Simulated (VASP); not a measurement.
# WC (P-6m2) in VASP: further runs, part 3 of 3

VASP 6.6.1.

**4. Single point, PBEsol**

This run uses another cell than the first one, of 10.19 Å³/atom, 0.981 times its volume.

INCAR reads:

```
  PREC = Accurate
  ENCUT = 910
  EDIFF = 1E-6
  ISMEAR = 0
  SIGMA = 0.1
  LREAL = F
  LASPH = T
  NELM = 120
  ALGO = Normal
  ISIF = 2
  LWAVE = F
  LCHARG = F
  GGA = PS
  NBANDS = 16
  GGA_COMPAT = F
```

KPOINTS reads:

```
Automatic mesh
0
Gamma
  18 18 14
```

POSCAR reads:

```
WC
1.0
    2.8882688423      0.0000000000      0.0000000000
   -1.4441344211      2.5013141904      0.0000000000
    0.0000000000      0.0000000000      2.8202497924
W C
1 1
Direct
    0.0000000000      0.0000000000      0.0000000000
    0.6666666667      0.3333333333      0.5000000000
```

Potentials or basis: VASP PAW PBE potentials, release 64 (W_sv, C_h).

Run with:

```console
cat potpaw_PBE.64/W_sv/POTCAR potpaw_PBE.64/C_h/POTCAR > POTCAR
mpirun -np 1 vasp_std > vasp.out
```

OUTCAR:

```text
PREC = Accurate
   ENCUT = 910
   EDIFF = 1E-6
   ISMEAR = 0
   LREAL = F
   LASPH = T
   NELM = 120
   ISIF = 2
   GGA = PS

 ion  position               nearest neighbor table
   1  0.000  0.000  0.000-   2 2.18   2 2.18   2 2.18   2 2.18   2 2.18   2 2.18
   2  0.667  0.333  0.500-   1 2.18   1 2.18   1 2.18   1 2.18   1 2.18   1 2.18

  LATTYP: Found a hexagonal cell.
 ALAT       =     2.8882688423
 C/A-ratio  =     0.9764498897

  Lattice vectors:

 A1 = (   2.8882688423,   0.0000000000,   0.0000000000)
 A2 = (  -1.4441344211,   2.5013141904,   0.0000000000)
 A3 = (   0.0000000000,   0.0000000000,   2.8202497924)

Analysis of symmetry for initial positions (statically):
=====================================================================
 Subroutine PRICEL returns:
 Original cell was already a primitive cell.

 Routine SETGRP: Setting up the symmetry group for a
 hexagonal supercell.

 Subroutine GETGRP returns: Found 12 space group operations
 (whereof 12 operations were pure point group operations)
 out of a pool of 24 trial point group operations.

The static configuration has the point symmetry D_3h.

Analysis of symmetry for dynamics (positions and initial velocities):
=====================================================================
 Subroutine PRICEL returns:
 Original cell was already a primitive cell.

 Routine SETGRP: Setting up the symmetry group for a
 hexagonal supercell.

 Subroutine GETGRP returns: Found 12 space group operations
 (whereof 12 operations were pure point group operations)
 out of a pool of 24 trial point group operations.

The dynamic configuration has the point symmetry D_3h.

 Subroutine INISYM returns: Found 12 space group operations
 (whereof 12 operations are pure point group operations),
 and found     1 'primitive' translations

----------------------------------------------------------------------------------------

                                     Primitive cell

  volume of cell :      20.3748

  direct lattice vectors                    reciprocal lattice vectors
     2.888268842  0.000000000  0.000000000     0.346228158  0.199894920  0.000000000
    -1.444134421  2.501314190  0.000000000     0.000000000  0.399789840  0.000000000
     0.000000000  0.000000000  2.820249792     0.000000000  0.000000000  0.354578521

  length of vectors
     2.888268842  2.888268842  2.820249792     0.399789840  0.399789840  0.354578521

  position of ions in fractional coordinates (direct lattice)
     0.000000000  0.000000000  0.000000000
     0.666666667  0.333333333  0.500000000

  ion indices of the primitive-cell ions
   primitive index   ion index
                 1           1
                 2           2

----------------------------------------------------------------------------------------

 KPOINTS: Automatic mesh

Automatic generation of k-mesh.
 Grid dimensions read from file:
 generate k-points for:   18   18   14

 Generating k-lattice:

  Cartesian coordinates                     Fractional coordinates (reciprocal lattice)
     0.019234898  0.011105273  0.000000000     0.055555556  0.000000000  0.000000000
     0.000000000  0.022210547  0.000000000     0.000000000  0.055555556  0.000000000
     0.000000000  0.000000000  0.025327037     0.000000000  0.000000000  0.071428571

  Length of vectors
     0.022210547  0.022210547  0.025327037

  Shift w.r.t. Gamma in fractional coordinates (k-lattice)
     0.000000000  0.000000000  0.000000000

 Subroutine IBZKPT returns following result:
 ===========================================

 Found    296 irreducible k-points:

 Following reciprocal coordinates:
            Coordinates               Weight
  0.000000  0.000000  0.000000      1.000000
  0.055556  0.000000  0.000000      6.000000
  0.111111  0.000000  0.000000      6.000000
  0.166667  0.000000  0.000000      6.000000
  0.222222  0.000000  0.000000      6.000000
  0.277778  0.000000  0.000000      6.000000
[... 16 lines left out ...]
  0.333333  0.111111  0.000000     12.000000
  0.388889  0.111111  0.000000     12.000000
 [... further k-points ...]
   k-points           NKPTS =    296   k-points in BZ     NKDIM =    296   number of bands    NBANDS=     16
   number of dos      NEDOS =    301   number of ions     NIONS =      2
   total plane-waves  NPLWV =  21952
   dimension x,y,z NGX =    28 NGY =   28 NGZ =   28
   dimension x,y,z NGXF=    56 NGYF=   56 NGZF=   56
   ions per type =               1   1
   NGX,Y,Z   is equivalent  to a cutoff of  16.12, 16.12, 16.51 a.u.
   NGXF,Y,Z  is equivalent  to a cutoff of  32.23, 32.23, 33.01 a.u.
 SYSTEM =  unknown system
   PREC   = accura    normal or accurate (medium, high low for compatibility)
   ISTART =      0    job   : 0-new  1-cont  2-samecut
   ICHARG =      2    charge: 1-file 2-atom 10-const
   ISPIN  =      1    spin polarized calculation?
   LNONCOLLINEAR =      F non collinear calculations
   LSORBIT =      F    spin-orbit coupling
   LASPH  =      T    aspherical Exc in radial PAW
   ENCUT  =  910.0 eV  66.88 Ry    8.18 a.u.   7.10  7.10  6.94*2*pi/ulx,y,z
   NELM   =    120;   NELMIN=  2; NELMDL= -5     # of ELM steps
   EDIFF  = 0.1E-05   stopping-criterion for ELM
   LREAL  =      F    real-space projection
   EDIFFG = 0.1E-04   stopping-criterion for IOM
   NSW    =      0    number of steps for IOM
   IBRION =     -1    ionic relax: 0-MD 1-quasi-New 2-CG
   NFREE  =      0    steps in history (QN), initial steepest desc. (CG)
   ISIF   =      2    stress and relaxation
   ISYM   =      2    0-nonsym 1-usesym 2-fastsym
   POTIM  = 0.5000    time-step for ionic-motion
   TEBEG  =    0.0;   TEEND  =   0.0 temperature during run
   PSTRESS=    0.0 pullay stress
   NELECT =      18.0000    total number of electrons
   NUPDOWN=      -1.0000    fix difference up-down
   EMIN   =  10.00;   EMAX   =-10.00  energy-range for DOS
   EFERMI =   0.00;   METHOD = LEGACY
   ISMEAR =     0;   SIGMA  =   0.10  broadening in eV -4-tet -1-fermi 0-gaus
   EFERMI_NEDOS =   21; number of points for ismear=-14 and -15
   IALGO  =     38    algorithm
   IMIX   =      4    mixing-type and parameters
     AMIX     =   0.40;   BMIX     =  1.00
     AMIX_MAG =   1.60;   BMIX_MAG =  1.00
  volume/ion in A,a.u.               =      10.19        68.75
  Fermi-wavevector in a.u.,A,eV,Ry     =   1.570849  2.968475 33.573294  2.467567
  Thomas-Fermi vector in A             =   2.672521
   LORBIT       =      0    0 simple, 1 ext, 2 COOP (PROOUT), +10 PAW based schemes
   GGA     = PS    functional components
   LHFCALC =     F    Hartree Fock is set to
   AEXX    =    0.0000 exact exchange contribution
   IVDW    =     0    specifies the selected vdW correction
   LEPSILON=     F    determine dielectric tensor
   LRPA    =     F    only Hartree local field effects (RPA)
 non-spin polarized calculation
 Gauss-broadening in eV      SIGMA  =   0.10
  energy-cutoff  :      910.00
  volume of cell :       20.37
 maximum number of plane-waves:      1310
   NGX = 15   NGY = 15   NGZ = 13

 number of electron      18.0000000 magnetization

 Free energy of the ion-electron system (eV)
  ---------------------------------------------------
  ext. energy  EPLUGINS =         0.00000000
  ---------------------------------------------------
  free energy    TOTEN  =       -23.90317545 eV

  energy without entropy =      -23.90195453  energy(sigma->0) =      -23.90256499

 E-fermi :  11.5347     XC(G=0): -14.0694

 val. band max:       11.4938394450   @ k =   0.4444   0.0000   0.4286
 cond. band min:      11.5649208652   @ k =   0.3333   0.2222   0.0000
 fundamental gap:      0.0710814202
 Fermi energy:        11.5346967017

 k-point     1 :       0.0000    0.0000    0.0000
  band No.  band energies     occupation
      1     -62.3624      2.00000
      2     -26.3495      2.00000
      3     -26.2388      2.00000
      4     -26.2388      2.00000
      5      -3.0355      2.00000
      6       7.0965      2.00000
[... 8 lines left out ...]
     15      26.0194      0.00000
     16      28.4075      0.00000
[... 419 lines left out ...]
 k-point    24 :       0.3889    0.1111    0.0000
  band No.  band energies     occupation
      1     -62.2983      2.00000
      2     -27.0604      2.00000
      3     -26.5032      2.00000
      4     -26.2285      2.00000
      5       0.4387      2.00000
      6       4.5664      2.00000
[... 8 lines left out ...]
     15      25.5389      0.00000
     16      29.2610      0.00000

 [... further k-points ...]

------------------------ aborting loop because EDIFF is reached ----------------------------------------

  FORCE on cell =-STRESS in cart. coord.  units (eV):
  Direction    XX          YY          ZZ          XY          YZ          ZX
  --------------------------------------------------------------------------------------
  -------------------------------------------------------------------------------------
  Total        0.6479040      0.6479040      0.6878903      0.0000000     -0.0000000      0.0000000
  in kB       50.9480808     50.9480808     54.0924075      0.0000000     -0.0000000      0.0000000
  external PRESSURE =      51.9961897 kB  Pullay stress =       0.0000000 kB

 VOLUME and BASIS-vectors are now :
 -----------------------------------------------------------------------------
  energy-cutoff  :      910.00
  volume of cell :       20.37
      direct lattice vectors                 reciprocal lattice vectors
     2.888268842  0.000000000  0.000000000     0.346228158  0.199894920  0.000000000
    -1.444134421  2.501314190  0.000000000     0.000000000  0.399789840  0.000000000
     0.000000000  0.000000000  2.820249792     0.000000000  0.000000000  0.354578521

 POSITION                                       TOTAL-FORCE (eV/Angst)
 -----------------------------------------------------------------------------------
      0.00000      0.00000      0.00000         0.000000      0.000000      0.000000
      1.44413      0.83377      1.41012        -0.000000     -0.000000      0.000000
 -----------------------------------------------------------------------------------
    total drift:                                0.000000     -0.000000      0.000000

  FREE ENERGIE OF THE ION-ELECTRON SYSTEM (eV)
  ---------------------------------------------------
  free  energy   TOTEN  =       -23.9031754459 eV

  energy  without entropy=      -23.9019545263  energy(sigma->0) =      -23.90256499
```

Wall time 65 s (1 thread of Intel Xeon 6975P-C (Granite Rapids), shared host); peak memory 0.34 GiB.

What came out:

- Free energy: -23.9032 eV
- Pressure: 5.2 GPa
- Band gap on the k mesh: zero (band 9 reaches 12.17 eV, above the bottom of band 10 at 10.91 eV)

Levels at points of the mesh, in eV from the Fermi level:
| k point | band 5 | band 6 | band 7 | band 8 | band 9 | band 10 | band 11 | band 12 | band 13 | band 14 |
| --- | --- | --- | --- | --- | --- | --- | --- | --- | --- | --- |
| (0.00, 0.00, 0.00) | -14.57 | -4.44 | -3.41 | -3.41 | 0.11 | 3.31 | 3.31 | 5.75 | 5.75 | 6.53 |
| (0.50, 0.00, 0.00) | -11.13 | -7.12 | -3.70 | -3.68 | -0.44 | 2.39 | 4.65 | 5.04 | 6.98 | 9.82 |
| (0.00, 0.00, 0.50) | -10.39 | -8.79 | -2.05 | -2.05 | -0.62 | -0.62 | 3.76 | 4.58 | 4.58 | 10.08 |
| (0.50, 0.00, 0.50) | -11.38 | -6.58 | -4.41 | -4.22 | 0.33 | 4.56 | 5.46 | 6.83 | 9.41 | 10.37 |

Caveat: the cutoff is under 1.25 times the usual one of these potentials, so pressure, stress and relaxed cells hold a basis-set (Pulay) error; the PAW data sets were made with another functional, which shifts forces and pressure a little; spin-orbit coupling is left out, which moves the levels of the heavy elements.

**5. Single point, PBEsol**

This run uses another cell than the first one, of 10.20 Å³/atom, 0.982 times its volume.

INCAR reads:

```
ALGO = Normal
EDIFF = 1E-6
ENCUT = 600
GGA = PS
GGA_COMPAT = False
ISIF = 2
ISMEAR = 0
LASPH = True
LCHARG = False
LREAL = False
LWAVE = False
NBANDS = 16
NELM = 120
PREC = Accurate
SIGMA = 0.1
```

KPOINTS reads:

```
k-points
0
Gamma
  24 24 18
```

POSCAR reads:

```
WC
1.0
    2.9074128511      0.0000000000      0.0000000000
   -1.4537064255      2.5178933883      0.0000000000
    0.0000000000      0.0000000000      2.7853405027
W C
1 1
Direct
    0.0000000005     -0.0000000005      0.0000000000
    0.6666666661      0.3333333339      0.5000000000
```

Potentials or basis: VASP PAW PBE potentials, release 64 (W_sv, C).

Run with:

```console
cat potpaw_PBE.64/W_sv/POTCAR potpaw_PBE.64/C/POTCAR > POTCAR
mpirun -np 1 vasp_std > vasp.out
```

Wall time 3.6 min (1 thread of Intel Xeon 8259CL, shared host); peak memory 0.34 GiB.

It converged, with:

```yaml
Free_energy: -23.8858 eV
Pressure: 5.9 GPa
Band_gap_on_the_k_mesh: zero (band 9 reaches 11.99 eV, above the bottom of band 10 at 10.59 eV)
```

Stress tensor (GPa, compression positive):
```
 1.13  0.00  0.00
 0.00  1.13  0.00
 0.00  0.00 15.48
```

Levels at points of the mesh, in eV from the Fermi level:
```tsv
k point	band 7	band 8	band 9	band 10	band 11	band 12
(0.00, 0.00, 0.00)	-3.55	-3.55	0.29	3.34	3.34	5.82
(0.50, 0.00, 0.00)	-3.69	-3.49	-0.58	2.46	4.51	4.80
(0.00, 0.00, 0.50)	-2.25	-2.25	-0.61	-0.61	4.09	4.46
(0.50, 0.00, 0.50)	-4.56	-4.18	0.35	4.43	5.56	6.81
```

Caveat: the PAW data sets were made with another functional, which shifts forces and pressure a little; spin-orbit coupling is left out, which moves the levels of the heavy elements.

**6. The runs side by side**

| task | potentials or basis | cell | k mesh | cutoff (eV) | second run | gap on the mesh (eV) | pressure (GPa) |
| --- | --- | --- | --- | --- | --- | --- | --- |
| relaxation of cell and atoms | VASP PAW PBE potentials, release 64 (W_sv, C) | relaxed to -1 GPa from a = 2.908, b = 2.908, c = 2.837 Å, angles 90.0, 90.0, 120.0°, 2 atoms | 18 × 18 × 14 | 600 | - | none | -1.0 |
| single point | VASP PAW PBE potentials, release 64 (W_sv, C_h) | a = 2.896, b = 2.896, c = 2.826 Å, angles 90.0, 90.0, 120.0°, 2 atoms | 18 × 18 × 14 | 910 | hard_potentials | none | 2.2 |
| single point | VASP PAW PBE potentials, release 64 (W_sv, C_h) | a = 2.888, b = 2.888, c = 2.820 Å, angles 90.0, 90.0, 120.0°, 2 atoms | 18 × 18 × 14 | 910 | hard_potentials | none | 5.2 |
| single point | VASP PAW PBE potentials, release 64 (W_sv, C) | a = 2.907, b = 2.907, c = 2.785 Å, angles 90.0, 90.0, 120.0°, 2 atoms | 24 × 24 × 18 | 600 | - | none | 5.9 |

Alike in all rows: level PBEsol; no spin polarisation; smearing gaussian 0.1 eV.

Caveats: the PAW data sets were made with another functional, which shifts forces and pressure a little; spin-orbit coupling is left out, which moves the levels of the heavy elements; the cutoff is under 1.25 times the usual one of these potentials, so pressure, stress and relaxed cells hold a basis-set (Pulay) error (some runs); the cell is relaxed towards a set pressure, so the enthalpy falls and the energy may rise (some runs).

Total energies depend on the potentials used, so only differences within one code and one set of settings carry meaning.
